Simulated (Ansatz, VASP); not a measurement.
Given: the input of a run of VASP 6.6.1 on Mg.

INCAR

```
PREC = Accurate ; ENCUT = 600
EDIFF = 1E-6 ; ISMEAR = -5
SIGMA = 0.05 ; LREAL = F
LASPH = T ; NELM = 120
ALGO = Normal ; ISIF = 2
LWAVE = F ; LCHARG = T
GGA = LIBXC ; LIBXC1 = GGA_X_PBE_SOL
LIBXC2 = GGA_C_PBE ; LELF = T
LVHAR = T ; NBANDS = 7
GGA_COMPAT = F
```

Contents of KPOINTS:

```
Automatic mesh
0
Gamma
  11 11 11
```

File POSCAR:

```
Mg
1.0
   -1.7985118965      1.7985118965      1.6451208489
    1.7985118965     -1.7985118965      1.6451208489
    1.7985118965      1.7985118965     -1.6451208489
Mg
1
Direct
    0.0000000000      0.0000000000      0.0000000000
```

Potentials or basis: VASP PAW PBE potentials, release 64 (Mg).

The run is started by

```console
$ cat potpaw_PBE.64/Mg/POTCAR > POTCAR
$ mpirun -np 1 vasp_std > vasp.out
```

**Question.** Translate it to Ansatz 0.2.0. Potentials there: all-electron LAPW, non-relativistic.

**Answer.** As run (the cutoff follows the program's own potentials):

The input input.yaml:

```yaml
crystal:
  lattice:
    - [-1.7985118965, 1.7985118965, 1.6451208489]
    - [1.7985118965, -1.7985118965, 1.6451208489]
    - [1.7985118965, 1.7985118965, -1.6451208489]
  atoms:
    - { symbol: Mg, position: [0.0, 0.0, 0.0] }
kpoints:
  mp_grid: { grid: [11, 11, 11] }
scf:
  occupations: { method: tetrahedron }
hamiltonian:
  xc: { exchange: pbesol, correlation: pbe }
  pseudopotentials:
    kind: all_electron
    lapw: { basis_error: 0.001 }
    relativity: none
output:
  forces: true
  stress: true
  eigenvalues: true
```

Potentials or basis: all-electron LAPW, non-relativistic.

Command:

```console
$ ansatz run input.yaml --threads 1 --pin off --max-ram 2560MiB --backend cpu --events-out ev --progress --plain --runs-dir out
```

Both were run:

|  | VASP | Ansatz | Ansatz less VASP |
| --- | --- | --- | --- |
| gap on the k mesh at the Fermi level (eV) | none | none | - |
| pressure (GPa) | 2.1 | 2.2 | +0.11 |
| traceless stress, the component that is largest in VASP (GPa) | 0.47 | 0.20 | -0.270 |

VASP's potentials were made for PBE, not for pbesol exchange, pbe correlation. A gap of «none» marks a metal or a gap that the smearing closes. Ansatz ran all-electron here, and VASP with PAW potentials.
